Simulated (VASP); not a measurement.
Here is a VASP 6.6.1 calculation.

File INCAR:

```
  PREC = Accurate
  ENCUT = 520
  EDIFF = 1E-7
  ISMEAR = -1
  SIGMA = 0.1
  LREAL = F
  LASPH = T
  NELM = 60
  ALGO = Normal
  ISIF = 2
  LWAVE = F
  LCHARG = F
  GGA = PS
  NBANDS = 18
```

The input KPOINTS:

```
Automatic mesh
0
Gamma
  7 7 7
```

Contents of POSCAR:

```
YZn
1.0
    3.5600000000      0.0000000000      0.0000000000
    0.0000000000      3.5600000000      0.0000000000
    0.0000000000      0.0000000000      3.5600000000
Y Zn
1 1
Direct
    0.0000000000      0.0000000000      0.0000000000
    0.5000000000      0.5000000000      0.5000000000
```

Potentials or basis: VASP PAW PBE potentials, release 64 (Y_sv, Zn).

Run with:

```bash
$ cat potpaw_PBE.64/Y_sv/POTCAR potpaw_PBE.64/Zn/POTCAR > POTCAR
$ mpirun -np 1 vasp_std > vasp.out
```

Task: Estimate the pressure.

Result: -2.1 GPa.

Caveat: the PAW data sets were made with another functional, which shifts forces and pressure a little.
